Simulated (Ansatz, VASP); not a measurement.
# One calculation of Re, two programs

```
Re
1.0
     2.75983    0.00000    0.00000
    -1.37991    2.39008    0.00000
     0.00000    0.00000    4.45723
Re
2
Cartesian
  0.0000 1.5934 1.1143
  1.3799 0.7967 3.3429
```

Alike in both runs: task single point; functional r2SCAN; k mesh 13 × 13 × 7; occupations gaussian, width 0.3 eV; no spin polarisation.

|  | VASP | Ansatz |
| --- | --- | --- |
| version | VASP 6.6.1 | Ansatz 0.2.0 |
| potentials or method | VASP PAW PBE potentials, release 64 (Re), cutoff 520 eV | plane waves (500 eV) with PAW, scalar-relativistic |
| valence electrons in the cell | 14 | 30 |

VASP gave:

- pressure (GPa): 0.2
- traceless stress, the component that is largest in VASP (GPa): -0.08

Estimate Ansatz's values.

pressure (GPa): 0.1; traceless stress, the component that is largest in VASP (GPa): 0.00.

VASP's potentials were made for PBE, not for r2SCAN. VASP's potentials hold 14 valence electrons a cell and Ansatz's 30, so a difference there can come from the potentials and not from the codes.

Neither program's run includes spin-orbit coupling.
